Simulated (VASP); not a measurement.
A run of VASP 6.6.1:

File INCAR:

```
PREC = Accurate
ENCUT = 520
EDIFF = 1E-6
ISMEAR = 0
SIGMA = 0.1
LREAL = F
LASPH = T
NELM = 100
ALGO = Normal
ISIF = 2
LWAVE = F
LCHARG = F
LDIPOL = T
IDIPOL = 3
DIPOL = 0.5 0.5 0.297
GGA = PE
IVDW = 12
NBANDS = 78
```

File KPOINTS:

```
Automatic mesh
0
Gamma
  5 5 1
```

Contents of POSCAR:

```
Cu12H
1.0
    5.0378287988      0.0000000000      0.0000000000
    0.0000000000      5.0378287988      0.0000000000
    0.0000000000      0.0000000000     20.6622829064
Cu H
12 1
Direct
    0.2500000000      0.2500000000      0.1935894508
    0.2500000000      0.7500000000      0.1935894508
    0.7500000000      0.2500000000      0.1935894508
    0.7500000000      0.7500000000      0.1935894508
    0.0000000000      0.0000000000      0.2797919997
    0.0000000000      0.5000000000      0.2797919997
    0.5000000000      0.0000000000      0.2797919997
    0.5000000000      0.5000000000      0.2797919997
    0.2500000000      0.2500000000      0.3659945486
    0.2500000000      0.7500000000      0.3659945486
    0.7500000000      0.2500000000      0.3659945486
    0.7500000000      0.7500000000      0.3659945486
    0.3333333333      0.3333333333      0.5015071642
```

Potentials or basis: VASP PAW PBE potentials, release 64 (Cu, H).

The run is started by

```sh
$ cat potpaw_PBE.64/Cu/POTCAR potpaw_PBE.64/H/POTCAR > POTCAR
$ mpirun -np 1 vasp_std > vasp.out
```

Hardware: 1 thread of Intel Xeon 8259CL, on a shared host.

Task: Estimate the wall time of this run.

Result: Run time: 29 min on 1 thread of Intel Xeon 8259CL, on a shared host, peak memory 0.69 GiB. Counts: scf iterations 32, k points 9.
